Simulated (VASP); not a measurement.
# Y3V (Fm-3m) in VASP: a series of runs

The runs below take Y3V through single point, with PBE.

Program: VASP 6.6.1. These are calculated values, not measurements. Logs are shortened: lines on timing, memory, paths and dates and some standing lists are left out, and cuts for length are marked.

## 1. The cell of the first run

Symmetry: Fm-3m, No. 225, cubic system. The conventional cell has a = 7.499 Å, b = 7.499 Å, c = 7.499 Å, α = 90.00°, β = 90.00°, γ = 90.00°. Y (site symmetry -43m) has 10 Y at 3.25 to 3.75 Å and 4 V at 3.25 Å within 4.3 Å. Y (site symmetry m-3m) has 8 Y at 3.25 Å and 6 V at 3.75 Å within 4.3 Å. V (site symmetry m-3m) has 14 Y at 3.25 to 3.75 Å within 4.3 Å.

## 2. Single point, PBE

Input file INCAR:

```
PREC = Accurate ; ENCUT = 520
EDIFF = 1E-7 ; ISMEAR = 0
SIGMA = 0.1 ; LREAL = False
LASPH = True ; NELM = 60
ALGO = Fast ; ISIF = 2
LWAVE = False ; LCHARG = False
GGA = PE ; NBANDS = 31
```

Input file KPOINTS:

```
regular mesh
0
Gamma
  10 10 10
```

Input file POSCAR:

```
Y3V
1.0
    0.0000000000      3.7495746045      3.7495746045
    3.7495746045      0.0000000000      3.7495746045
    3.7495746045      3.7495746045      0.0000000000
Y V
3 1
Direct
    0.2500000000      0.2500000000      0.2500000000
    0.7500000000      0.7500000000      0.7500000000
    0.5000000000      0.5000000000      0.5000000000
    0.0000000000      0.0000000000      0.0000000000
```

Potentials or basis: VASP PAW PBE potentials, release 64 (Y_sv, V_sv).

Run with:

```bash
cat potpaw_PBE.64/Y_sv/POTCAR potpaw_PBE.64/V_sv/POTCAR > POTCAR
mpirun -np 1 vasp_std > vasp.out
```

OUTCAR:

```text
PREC = Accurate
   ENCUT = 520
   EDIFF = 1E-7
   ISMEAR = 0
   LREAL = False
   LASPH = True
   NELM = 60
   ISIF = 2
   GGA = PE

 ion  position               nearest neighbor table
   1  0.250  0.250  0.250-   3 3.25   4 3.25   4 3.25   4 3.25   4 3.25   3 3.25   3 3.25   3 3.25
                             2 3.75   2 3.75   2 3.75   2 3.75   2 3.75   2 3.75
   2  0.750  0.750  0.750-   3 3.25   4 3.25   3 3.25   3 3.25   3 3.25   4 3.25   4 3.25   4 3.25
                             1 3.75   1 3.75   1 3.75   1 3.75   1 3.75   1 3.75
   3  0.500  0.500  0.500-   1 3.25   2 3.25   1 3.25   1 3.25   1 3.25   2 3.25   2 3.25   2 3.25

   4  0.000  0.000  0.000-   1 3.25   2 3.25   2 3.25   2 3.25   2 3.25   1 3.25   1 3.25   1 3.25

  LATTYP: Found a face centered cubic cell.
 ALAT       =     7.4991492090

  Lattice vectors:

 A1 = (   0.0000000000,   3.7495746045,   3.7495746045)
 A2 = (   3.7495746045,   0.0000000000,   3.7495746045)
 A3 = (   3.7495746045,   3.7495746045,   0.0000000000)

Analysis of symmetry for initial positions (statically):
=====================================================================
 Subroutine PRICEL returns:
 Original cell was already a primitive cell.

 Routine SETGRP: Setting up the symmetry group for a
 face centered cubic supercell.

 Subroutine GETGRP returns: Found 48 space group operations
 (whereof 48 operations were pure point group operations)
 out of a pool of 48 trial point group operations.

The static configuration has the point symmetry O_h .

Analysis of symmetry for dynamics (positions and initial velocities):
=====================================================================
 Subroutine PRICEL returns:
 Original cell was already a primitive cell.

 Routine SETGRP: Setting up the symmetry group for a
 face centered cubic supercell.

 Subroutine GETGRP returns: Found 48 space group operations
 (whereof 48 operations were pure point group operations)
 out of a pool of 48 trial point group operations.

The dynamic configuration has the point symmetry O_h .

 Subroutine INISYM returns: Found 48 space group operations
 (whereof 48 operations are pure point group operations),
 and found     1 'primitive' translations

----------------------------------------------------------------------------------------

                                     Primitive cell

  volume of cell :     105.4329

  direct lattice vectors                    reciprocal lattice vectors
     0.000000000  3.749574604  3.749574604    -0.133348460  0.133348460  0.133348460
     3.749574604  0.000000000  3.749574604     0.133348460 -0.133348460  0.133348460
     3.749574604  3.749574604  0.000000000     0.133348460  0.133348460 -0.133348460

  length of vectors
     5.302699259  5.302699259  5.302699259     0.230966308  0.230966308  0.230966308

  position of ions in fractional coordinates (direct lattice)
     0.250000000  0.250000000  0.250000000
     0.750000000  0.750000000  0.750000000
     0.500000000  0.500000000  0.500000000
     0.000000000  0.000000000  0.000000000

  ion indices of the primitive-cell ions
   primitive index   ion index
                 1           1
                 2           2
                 3           3
                 4           4

----------------------------------------------------------------------------------------

 KPOINTS: regular mesh

Automatic generation of k-mesh.
 Grid dimensions read from file:
 generate k-points for:   10   10   10

 Generating k-lattice:

  Cartesian coordinates                     Fractional coordinates (reciprocal lattice)
    -0.013334846  0.013334846  0.013334846     0.100000000  0.000000000  0.000000000
     0.013334846 -0.013334846  0.013334846     0.000000000  0.100000000  0.000000000
     0.013334846  0.013334846 -0.013334846     0.000000000  0.000000000  0.100000000

  Length of vectors
     0.023096631  0.023096631  0.023096631

  Shift w.r.t. Gamma in fractional coordinates (k-lattice)
     0.000000000  0.000000000  0.000000000

 Subroutine IBZKPT returns following result:
 ===========================================

 Found     47 irreducible k-points:

 Following reciprocal coordinates:
            Coordinates               Weight
  0.000000  0.000000  0.000000      1.000000
  0.100000  0.000000  0.000000      8.000000
  0.200000  0.000000  0.000000      8.000000
  0.300000  0.000000  0.000000      8.000000
  0.400000  0.000000  0.000000      8.000000
  0.500000  0.000000  0.000000      4.000000
[... 16 lines left out ...]
  0.300000  0.300000  0.000000      6.000000
  0.400000  0.300000  0.000000     24.000000
 [... further k-points ...]
   k-points           NKPTS =     47   k-points in BZ     NKDIM =     47   number of bands    NBANDS=     31
   number of dos      NEDOS =    301   number of ions     NIONS =      4
   total plane-waves  NPLWV =  64000
   dimension x,y,z NGX =    40 NGY =   40 NGZ =   40
   dimension x,y,z NGXF=    80 NGYF=   80 NGZF=   80
   ions per type =               3   1
   NGX,Y,Z   is equivalent  to a cutoff of  12.54, 12.54, 12.54 a.u.
   NGXF,Y,Z  is equivalent  to a cutoff of  25.08, 25.08, 25.08 a.u.
 SYSTEM =  unknown system
   PREC   = accura    normal or accurate (medium, high low for compatibility)
   ISTART =      0    job   : 0-new  1-cont  2-samecut
   ICHARG =      2    charge: 1-file 2-atom 10-const
   ISPIN  =      1    spin polarized calculation?
   LNONCOLLINEAR =      F non collinear calculations
   LSORBIT =      F    spin-orbit coupling
   LASPH  =      T    aspherical Exc in radial PAW
   ENCUT  =  520.0 eV  38.22 Ry    6.18 a.u.   9.86  9.86  9.86*2*pi/ulx,y,z
   NELM   =     60;   NELMIN=  2; NELMDL= -5     # of ELM steps
   EDIFF  = 0.1E-06   stopping-criterion for ELM
   LREAL  =      F    real-space projection
   EDIFFG = 0.1E-05   stopping-criterion for IOM
   NSW    =      0    number of steps for IOM
   IBRION =     -1    ionic relax: 0-MD 1-quasi-New 2-CG
   NFREE  =      0    steps in history (QN), initial steepest desc. (CG)
   ISIF   =      2    stress and relaxation
   ISYM   =      2    0-nonsym 1-usesym 2-fastsym
   POTIM  = 0.5000    time-step for ionic-motion
   TEBEG  =    0.0;   TEEND  =   0.0 temperature during run
   PSTRESS=    0.0 pullay stress
   NELECT =      46.0000    total number of electrons
   NUPDOWN=      -1.0000    fix difference up-down
   EMIN   =  10.00;   EMAX   =-10.00  energy-range for DOS
   EFERMI =   0.00;   METHOD = LEGACY
   ISMEAR =     0;   SIGMA  =   0.10  broadening in eV -4-tet -1-fermi 0-gaus
   EFERMI_NEDOS =   21; number of points for ismear=-14 and -15
   IALGO  =     68    algorithm
   IMIX   =      4    mixing-type and parameters
     AMIX     =   0.40;   BMIX     =  1.00
     AMIX_MAG =   1.60;   BMIX_MAG =  1.00
  volume/ion in A,a.u.               =      26.36       177.87
  Fermi-wavevector in a.u.,A,eV,Ry     =   1.241658  2.346394 20.976312  1.541715
  Thomas-Fermi vector in A             =   2.376047
   LORBIT       =      0    0 simple, 1 ext, 2 COOP (PROOUT), +10 PAW based schemes
   GGA     = PE    functional components
   LHFCALC =     F    Hartree Fock is set to
   AEXX    =    0.0000 exact exchange contribution
   IVDW    =     0    specifies the selected vdW correction
   LEPSILON=     F    determine dielectric tensor
   LRPA    =     F    only Hartree local field effects (RPA)
 non-spin polarized calculation
 RMM-DIIS sequential band-by-band and
 Gauss-broadening in eV      SIGMA  =   0.10
  energy-cutoff  :      520.00
  volume of cell :      105.43
 maximum number of plane-waves:      2874
   NGX = 19   NGY = 19   NGZ = 19

 number of electron      46.0000008 magnetization

 Free energy of the ion-electron system (eV)
  ---------------------------------------------------
  ext. energy  EPLUGINS =         0.00000000
  ---------------------------------------------------
  free energy    TOTEN  =       -26.25455912 eV

  energy without entropy =      -26.18857014  energy(sigma->0) =      -26.22156463

 E-fermi :   4.0928     XC(G=0): -10.1584

 val. band max:        4.0914322583   @ k =  -0.4000   0.3000   0.1000
 cond. band min:       4.0951316355   @ k =   0.5000   0.1000   0.0000
 fundamental gap:      0.0036993771
 Fermi energy:         4.0928179011

 k-point     1 :       0.0000    0.0000    0.0000
  band No.  band energies     occupation
      1     -59.9238      2.00000
      2     -38.4215      2.00000
      3     -38.0648      2.00000
      4     -38.0572      2.00000
      5     -33.7574      2.00000
      6     -33.7574      2.00000
[... 23 lines left out ...]
     30       5.9326      0.00000
     31       8.7725      0.00000

 k-point     2 :       0.1000    0.0000    0.0000
  band No.  band energies     occupation
      1     -59.9238      2.00000
      2     -38.4195      2.00000
      3     -38.0661      2.00000
      4     -38.0581      2.00000
      5     -33.7574      2.00000
      6     -33.7574      2.00000
[... 23 lines left out ...]
     30       5.9565      0.00000
     31       8.4502      0.00000

 k-point     3 :       0.2000    0.0000    0.0000
  band No.  band energies     occupation
      1     -59.9238      2.00000
      2     -38.4141      2.00000
      3     -38.0691      2.00000
      4     -38.0607      2.00000
      5     -33.7575      2.00000
      6     -33.7575      2.00000
[... 23 lines left out ...]
     30       6.0503      0.00000
     31       7.4301      0.00000

 k-point     4 :       0.3000    0.0000    0.0000
  band No.  band energies     occupation
      1     -59.9238      2.00000
      2     -38.4072      2.00000
      3     -38.0728      2.00000
      4     -38.0644      2.00000
      5     -33.7575      2.00000
      6     -33.7575      2.00000
[... 635 lines left out ...]
     30       6.2519      0.00000
     31       6.5922      0.00000

 k-point    23 :       0.3000    0.3000    0.0000
  band No.  band energies     occupation
      1     -59.9238      2.00000
      2     -38.4024      2.00000
      3     -38.0767      2.00000
      4     -38.0655      2.00000
      5     -33.7576      2.00000
      6     -33.7576      2.00000
[... 23 lines left out ...]
     30       6.0459      0.00000
     31       6.9963      0.00000

 k-point    24 :       0.4000    0.3000    0.0000
  band No.  band energies     occupation
      1     -59.9238      2.00000
      2     -38.3979      2.00000
      3     -38.0792      2.00000
      4     -38.0679      2.00000
      5     -33.7576      2.00000
      6     -33.7575      2.00000
[... 23 lines left out ...]
     30       5.9885      0.00000
     31       6.7359      0.00000

 [... further k-points ...]

------------------------ aborting loop because EDIFF is reached ----------------------------------------

  FORCE on cell =-STRESS in cart. coord.  units (eV):
  Direction    XX          YY          ZZ          XY          YZ          ZX
  --------------------------------------------------------------------------------------
  -------------------------------------------------------------------------------------
  Total       -0.0866389     -0.0866389     -0.0866389      0.0000000      0.0000000      0.0000000
  in kB       -1.3165804     -1.3165804     -1.3165804      0.0000000      0.0000000      0.0000000
  external PRESSURE =      -1.3165804 kB  Pullay stress =       0.0000000 kB

 VOLUME and BASIS-vectors are now :
 -----------------------------------------------------------------------------
  energy-cutoff  :      520.00
  volume of cell :      105.43
      direct lattice vectors                 reciprocal lattice vectors
     0.000000000  3.749574604  3.749574604    -0.133348460  0.133348460  0.133348460
     3.749574604  0.000000000  3.749574604     0.133348460 -0.133348460  0.133348460
     3.749574604  3.749574604  0.000000000     0.133348460  0.133348460 -0.133348460

 POSITION                                       TOTAL-FORCE (eV/Angst)
 -----------------------------------------------------------------------------------
      1.87479      1.87479      1.87479         0.000000      0.000000     -0.000000
      5.62436      5.62436      5.62436        -0.000000     -0.000000      0.000000
      3.74957      3.74957      3.74957         0.000000     -0.000000      0.000000
      0.00000      0.00000      0.00000         0.000000     -0.000000      0.000000
 -----------------------------------------------------------------------------------
    total drift:                               -0.000000      0.000000      0.000000

  FREE ENERGIE OF THE ION-ELECTRON SYSTEM (eV)
  ---------------------------------------------------
  free  energy   TOTEN  =       -26.2545591216 eV

  energy  without entropy=      -26.1885701365  energy(sigma->0) =      -26.22156463
```

Run time: 10 min. Hardware: 1 thread of Intel Xeon Platinum 8375C at 2.90GHz (Ice Lake), shared host; peak memory 0.35 GiB.

Results:

```yaml
Free_energy: -26.2546 eV
Pressure: -0.1 GPa
Band_gap_on_the_k_mesh: zero (bands 23 and 24 overlap by 0.34 eV)
```

[end of part 1 of 2]

The gap in the log of VASP goes by the Fermi energy; the results here count the filled bands.